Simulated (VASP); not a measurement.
# CaBr (P-6m2) in VASP: single point with PBE

Aim: the single point of CaBr with PBE.

Program: VASP 6.6.1. These are calculated values, not measurements. Logs are shortened: lines on timing, memory, paths and dates and some standing lists are left out, and cuts for length are marked.

## (1) The cell of the first run

Symmetry: P-6m2, No. 187, hexagonal system. The conventional cell has a = 3.692 Å, b = 3.692 Å, c = 4.482 Å, α = 90.00°, β = 90.00°, γ = 120.00°. Within 4.1 Å of Ca (site symmetry -6m2) lie 6 Br at 3.09 Å and 6 Ca at 3.69 Å. Within 4.1 Å of Br (site symmetry -6m2) lie 6 Ca at 3.09 Å and 6 Br at 3.69 Å.

## (2) Single point, PBE (strained)

Input file INCAR:

```
  PREC = Accurate
  ENCUT = 520
  EDIFF = 1E-6
  ISMEAR = 0
  SIGMA = 0.1
  LREAL = False
  LASPH = True
  NELM = 100
  ALGO = Normal
  ISIF = 2
  LWAVE = False
  LCHARG = False
  GGA = PE
  NBANDS = 16
```

Input file KPOINTS:

```
regular mesh
0
Gamma
  12 12 10
```

Input file POSCAR:

```
CaBr
1.0
    3.6919894460      0.0000000000      0.0000000000
   -1.8459947230      3.1973566507      0.0000000000
    0.0000000000      0.0000000000      4.4823346567
Ca Br
1 1
Direct
    0.0000000000      0.0000000000      0.0000000000
    0.3333333300      0.6666666700      0.5000000000
```

Potentials or basis: VASP PAW PBE potentials, release 64 (Ca_sv, Br).

Started as:

```
$ cat potpaw_PBE.64/Ca_sv/POTCAR potpaw_PBE.64/Br/POTCAR > POTCAR
$ mpirun -np 1 vasp_std > vasp.out
```

OUTCAR:

```text
PREC = Accurate
   ENCUT = 520
   EDIFF = 1E-6
   ISMEAR = 0
   LREAL = False
   LASPH = True
   NELM = 100
   ISIF = 2
   GGA = PE

 ion  position               nearest neighbor table
   1  0.000  0.000  0.000-
   2  0.333  0.667  0.500-

  LATTYP: Found a hexagonal cell.
 ALAT       =     3.6919894460
 C/A-ratio  =     1.2140702790

  Lattice vectors:

 A1 = (   3.6919894460,   0.0000000000,   0.0000000000)
 A2 = (  -1.8459947230,   3.1973566507,   0.0000000000)
 A3 = (   0.0000000000,   0.0000000000,   4.4823346567)

Analysis of symmetry for initial positions (statically):
=====================================================================
 Subroutine PRICEL returns:
 Original cell was already a primitive cell.

 Routine SETGRP: Setting up the symmetry group for a
 hexagonal supercell.

 Subroutine GETGRP returns: Found 12 space group operations
 (whereof 12 operations were pure point group operations)
 out of a pool of 24 trial point group operations.

The static configuration has the point symmetry D_3h.

Analysis of symmetry for dynamics (positions and initial velocities):
=====================================================================
 Subroutine PRICEL returns:
 Original cell was already a primitive cell.

 Routine SETGRP: Setting up the symmetry group for a
 hexagonal supercell.

 Subroutine GETGRP returns: Found 12 space group operations
 (whereof 12 operations were pure point group operations)
 out of a pool of 24 trial point group operations.

The dynamic configuration has the point symmetry D_3h.

 Subroutine INISYM returns: Found 12 space group operations
 (whereof 12 operations are pure point group operations),
 and found     1 'primitive' translations

----------------------------------------------------------------------------------------

                                     Primitive cell

  volume of cell :      52.9122

  direct lattice vectors                    reciprocal lattice vectors
     3.691989446  0.000000000  0.000000000     0.270856679  0.156379176  0.000000000
    -1.845994723  3.197356651  0.000000000     0.000000000  0.312758353  0.000000000
     0.000000000  0.000000000  4.482334657     0.000000000  0.000000000  0.223098023

  length of vectors
     3.691989446  3.691989446  4.482334657     0.312758353  0.312758353  0.223098023

  position of ions in fractional coordinates (direct lattice)
     0.000000000  0.000000000  0.000000000
     0.333333330  0.666666670  0.500000000

  ion indices of the primitive-cell ions
   primitive index   ion index
                 1           1
                 2           2

----------------------------------------------------------------------------------------

 KPOINTS: regular mesh

Automatic generation of k-mesh.
 Grid dimensions read from file:
 generate k-points for:   12   12   10

 Generating k-lattice:

  Cartesian coordinates                     Fractional coordinates (reciprocal lattice)
     0.022571390  0.013031598  0.000000000     0.083333333  0.000000000  0.000000000
     0.000000000  0.026063196  0.000000000     0.000000000  0.083333333  0.000000000
     0.000000000  0.000000000  0.022309802     0.000000000  0.000000000  0.100000000

  Length of vectors
     0.026063196  0.026063196  0.022309802

  Shift w.r.t. Gamma in fractional coordinates (k-lattice)
     0.000000000  0.000000000  0.000000000

 Subroutine IBZKPT returns following result:
 ===========================================

 Found    114 irreducible k-points:

 Following reciprocal coordinates:
            Coordinates               Weight
  0.000000  0.000000  0.000000      1.000000
  0.083333 -0.000000  0.000000      6.000000
  0.166667  0.000000  0.000000      6.000000
  0.250000 -0.000000  0.000000      6.000000
  0.333333 -0.000000  0.000000      6.000000
  0.416667 -0.000000  0.000000      6.000000
[... 16 lines left out ...]
  0.250000 -0.000000  0.100000     12.000000
  0.333333 -0.000000  0.100000     12.000000
 [... further k-points ...]
   k-points           NKPTS =    114   k-points in BZ     NKDIM =    114   number of bands    NBANDS=     16
   number of dos      NEDOS =    301   number of ions     NIONS =      2
   total plane-waves  NPLWV =  28224
   dimension x,y,z NGX =    28 NGY =   28 NGZ =   36
   dimension x,y,z NGXF=    56 NGYF=   56 NGZF=   72
   ions per type =               1   1
   NGX,Y,Z   is equivalent  to a cutoff of  12.61, 12.61, 13.35 a.u.
   NGXF,Y,Z  is equivalent  to a cutoff of  25.22, 25.22, 26.70 a.u.
 SYSTEM =  unknown system
   PREC   = accura    normal or accurate (medium, high low for compatibility)
   ISTART =      0    job   : 0-new  1-cont  2-samecut
   ICHARG =      2    charge: 1-file 2-atom 10-const
   ISPIN  =      1    spin polarized calculation?
   LNONCOLLINEAR =      F non collinear calculations
   LSORBIT =      F    spin-orbit coupling
   LASPH  =      T    aspherical Exc in radial PAW
   ENCUT  =  520.0 eV  38.22 Ry    6.18 a.u.   6.86  6.86  8.33*2*pi/ulx,y,z
   NELM   =    100;   NELMIN=  2; NELMDL= -5     # of ELM steps
   EDIFF  = 0.1E-05   stopping-criterion for ELM
   LREAL  =      F    real-space projection
   EDIFFG = 0.1E-04   stopping-criterion for IOM
   NSW    =      0    number of steps for IOM
   IBRION =     -1    ionic relax: 0-MD 1-quasi-New 2-CG
   NFREE  =      0    steps in history (QN), initial steepest desc. (CG)
   ISIF   =      2    stress and relaxation
   ISYM   =      2    0-nonsym 1-usesym 2-fastsym
   POTIM  = 0.5000    time-step for ionic-motion
   TEBEG  =    0.0;   TEEND  =   0.0 temperature during run
   PSTRESS=    0.0 pullay stress
   NELECT =      17.0000    total number of electrons
   NUPDOWN=      -1.0000    fix difference up-down
   EMIN   =  10.00;   EMAX   =-10.00  energy-range for DOS
   EFERMI =   0.00;   METHOD = LEGACY
   ISMEAR =     0;   SIGMA  =   0.10  broadening in eV -4-tet -1-fermi 0-gaus
   EFERMI_NEDOS =   21; number of points for ismear=-14 and -15
   IALGO  =     38    algorithm
   IMIX   =      4    mixing-type and parameters
     AMIX     =   0.40;   BMIX     =  1.00
     AMIX_MAG =   1.60;   BMIX_MAG =  1.00
  volume/ion in A,a.u.               =      26.46       178.53
  Fermi-wavevector in a.u.,A,eV,Ry     =   1.121259  2.118872 17.105534  1.257221
  Thomas-Fermi vector in A             =   2.257911
   LORBIT       =      0    0 simple, 1 ext, 2 COOP (PROOUT), +10 PAW based schemes
   GGA     = PE    functional components
   LHFCALC =     F    Hartree Fock is set to
   AEXX    =    0.0000 exact exchange contribution
   IVDW    =     0    specifies the selected vdW correction
   LEPSILON=     F    determine dielectric tensor
   LRPA    =     F    only Hartree local field effects (RPA)
 non-spin polarized calculation
 Gauss-broadening in eV      SIGMA  =   0.10
  energy-cutoff  :      520.00
  volume of cell :       52.91
 maximum number of plane-waves:      1461
 NGX is ok and might be reduce to    28
   NGX = 13   NGY = 13   NGZ = 17

 number of electron      16.9999998 magnetization

 Free energy of the ion-electron system (eV)
  ---------------------------------------------------
  ext. energy  EPLUGINS =         0.00000000
  ---------------------------------------------------
  free energy    TOTEN  =        -5.95569818 eV

  energy without entropy =       -5.93956791  energy(sigma->0) =       -5.94763305

 E-fermi :   5.0688     XC(G=0):  -9.1803

 val. band max:        5.0636681820   @ k =   0.2500  -0.0000   0.3000
 cond. band min:       5.0712949370   @ k =   0.4167   0.0833   0.2000
 fundamental gap:      0.0076267550
 Fermi energy:         5.0688445178

 k-point     1 :       0.0000    0.0000    0.0000
  band No.  band energies     occupation
      1     -36.9896      2.00000
      2     -18.0682      2.00000
      3     -17.9178      2.00000
      4     -17.9178      2.00000
      5     -12.5336      2.00000
      6      -0.6474      2.00000
[... 8 lines left out ...]
     15      11.4197      0.00000
     16      12.5446      0.00000

 k-point     2 :       0.0833   -0.0000    0.0000
  band No.  band energies     occupation
      1     -36.9882      2.00000
      2     -18.0656      2.00000
      3     -17.9338      2.00000
      4     -17.9212      2.00000
      5     -12.4979      2.00000
      6      -0.6390      2.00000
[... 8 lines left out ...]
     15      11.3471      0.00000
     16      12.6251      0.00000

 k-point     3 :       0.1667    0.0000    0.0000
  band No.  band energies     occupation
      1     -36.9843      2.00000
      2     -18.0585      2.00000
      3     -17.9767      2.00000
      4     -17.9302      2.00000
      5     -12.3990      2.00000
      6      -0.6146      2.00000
[... 8 lines left out ...]
     15      11.2709      0.00000
     16      12.2723      0.00000

 k-point     4 :       0.2500   -0.0000    0.0000
  band No.  band energies     occupation
      1     -36.9790      2.00000
      2     -18.0489      2.00000
      3     -18.0344      2.00000
      4     -17.9426      2.00000
      5     -12.2596      2.00000
      6      -0.7059      2.00000
[... 8 lines left out ...]
     15      11.3576      0.00000
     16      11.7428      0.00000

 k-point     5 :       0.3333   -0.0000    0.0000
  band No.  band energies     occupation
      1     -36.9737      2.00000
      2     -18.0909      2.00000
      3     -18.0392      2.00000
      4     -17.9548      2.00000
      5     -12.1145      2.00000
      6      -1.3553      2.00000
[... 8 lines left out ...]
     15      11.3283      0.00000
     16      11.5730      0.00000

 k-point     6 :       0.4167   -0.0000    0.0000
  band No.  band energies     occupation
      1     -36.9698      2.00000
      2     -18.1316      2.00000
      3     -18.0321      2.00000
      4     -17.9638      2.00000
      5     -12.0040      2.00000
      6      -1.7855      2.00000
[... 8 lines left out ...]
     15      10.8199      0.00000
     16      11.6038      0.00000
[... 267 lines left out ...]
 k-point    21 :       0.0833   -0.0000    0.1000
  band No.  band energies     occupation
      1     -36.9881      2.00000
      2     -18.0724      2.00000
      3     -17.9334      2.00000
      4     -17.9210      2.00000
      5     -12.4783      2.00000
      6      -0.8310      2.00000
[... 8 lines left out ...]
     15      11.3085      0.00000
     16      12.6260      0.00000

 k-point    22 :       0.1667    0.0000    0.1000
  band No.  band energies     occupation
      1     -36.9842      2.00000
      2     -18.0647      2.00000
      3     -17.9758      2.00000
      4     -17.9300      2.00000
      5     -12.3833      2.00000
      6      -0.7855      2.00000
[... 8 lines left out ...]
     15      11.0704      0.00000
     16      12.3750      0.00000

 k-point    23 :       0.2500   -0.0000    0.1000
  band No.  band energies     occupation
      1     -36.9789      2.00000
      2     -18.0549      2.00000
      3     -18.0322      2.00000
      4     -17.9423      2.00000
      5     -12.2494      2.00000
      6      -0.8021      2.00000
[... 8 lines left out ...]
     15      10.9021      0.00000
     16      12.1852      0.00000

 k-point    24 :       0.3333   -0.0000    0.1000
  band No.  band energies     occupation
      1     -36.9736      2.00000
      2     -18.0897      2.00000
      3     -18.0428      2.00000
      4     -17.9546      2.00000
      5     -12.1098      2.00000
      6      -1.3402      2.00000
[... 8 lines left out ...]
     15      10.7887      0.00000
     16      12.1048      0.00000

 [... further k-points ...]
[... 5 lines left out ...]
  --------------------------------------------------------------------------------------
  -------------------------------------------------------------------------------------
  Total        1.4745358      1.4745358      0.0453970      0.0000000      0.0000000      0.0000000
  in kB       44.6488304     44.6488304      1.3746190      0.0000000      0.0000000      0.0000000
  external PRESSURE =      30.2240933 kB  Pullay stress =       0.0000000 kB

 VOLUME and BASIS-vectors are now :
 -----------------------------------------------------------------------------
  energy-cutoff  :      520.00
  volume of cell :       52.91
      direct lattice vectors                 reciprocal lattice vectors
     3.691989446  0.000000000  0.000000000     0.270856679  0.156379176  0.000000000
    -1.845994723  3.197356651  0.000000000     0.000000000  0.312758353  0.000000000
     0.000000000  0.000000000  4.482334657     0.000000000  0.000000000  0.223098023

 POSITION                                       TOTAL-FORCE (eV/Angst)
 -----------------------------------------------------------------------------------
      0.00000      0.00000      0.00000        -0.000000      0.000000      0.000000
     -0.00000      2.13157      2.24117         0.000000      0.000000      0.000000
 -----------------------------------------------------------------------------------
    total drift:                                0.000012     -0.000007     -0.000000

  FREE ENERGIE OF THE ION-ELECTRON SYSTEM (eV)
  ---------------------------------------------------
  free  energy   TOTEN  =        -5.9556981791 eV

  energy  without entropy=       -5.9395679114  energy(sigma->0) =       -5.94763305
```

It took 27 s on 1 thread of Intel Xeon 6975P-C (Granite Rapids), shared host; peak memory 0.24 GiB.

Results:

* Free energy: -5.9557 eV
* Pressure: 3.0 GPa

Stress tensor (GPa, compression positive):
```
4.46 0.00 0.00
0.00 4.46 0.00
0.00 0.00 0.14
```

Caveat: the cell differs from its parent crystal (strained); an odd number of electrons without spin polarisation forces a metal; a magnetic or distorted state may lie lower.
